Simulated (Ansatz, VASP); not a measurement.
# BaTe: VASP beside Ansatz

The input INCAR:

```
SYSTEM = BaTe
PREC = Accurate ; ENCUT = 520
EDIFF = 1E-7 ; ISMEAR = 0
SIGMA = 0.05 ; LREAL = .False.
LASPH = .True. ; NELM = 100
ALGO = Normal ; ISIF = 2
LWAVE = .False. ; LCHARG = .False.
GGA = PE ; NBANDS = 15
```

KPOINTS

```
regular mesh
0
Gamma
  6 6 6
  0 0 0
```

Contents of POSCAR:

```
BaTe
1.0
    4.2624660000      0.0000000000      0.0000000000
    0.0000000000      4.2624660000      0.0000000000
    0.0000000000      0.0000000000      4.2624660000
Ba Te
1 1
Direct
    0.0000000000      0.0879772413      0.0000000000
    0.5000000000      0.5000000000      0.5000000000
```

Input for Ansatz:

```yaml
crystal:
  lattice:
    - [4.262466, 0.0, 0.0]
    - [0.0, 4.262466, 0.0]
    - [0.0, 0.0, 4.262466]
  atoms:
    - { symbol: Ba, position: [0.0, 0.0879772413, 0.0] }
    - { symbol: Te, position: [0.5, 0.5, 0.5] }
basis:
  ecutwfc: 420
kpoints:
  mp_grid: { grid: [6, 6, 6] }
hamiltonian:
  xc: pbe
scf:
  occupations: { method: gaussian, width: 0.05 }
output:
  forces: true
  stress: true
  eigenvalues: true
```

Change from the starting cell: all Ba atoms moved +0.375 Å, as atom 1 along Cartesian [0 1 0].

Alike in both runs: task single point; functional PBE; k mesh 6 × 6 × 6; occupations gaussian, width 0.05 eV; no spin polarisation.

|  | VASP | Ansatz |
| --- | --- | --- |
| version | VASP 6.6.1 | Ansatz 0.2.0 |
| potentials or method | VASP PAW PBE potentials, release 64 (Ba_sv, Te), cutoff 520 eV | scalar-relativistic, plane waves, PAW |
| valence electrons in the cell | 16 | 26 |

|  | VASP | Ansatz | Ansatz less VASP |
| --- | --- | --- | --- |
| gap on the k mesh at the Fermi level (eV) | 0.88 | 0.96 | +0.073 |
| least direct gap on the mesh (eV) | 1.16 | 1.23 | +0.073 |
| pressure (GPa) | 1.1 | 0.6 | -0.47 |
| traceless stress, the component that is largest in VASP (GPa) | -0.20 | -0.16 | +0.041 |
| rms of the force components (eV/Å) | 0.246 | 0.227 | -0.0181 |

Atom by atom the forces differ by 0.018 eV/Å (rms over components). VASP's potentials hold 16 valence electrons a cell and Ansatz's 26, so a difference there can come from the potentials and not from the codes.

Spin-orbit coupling is off throughout.
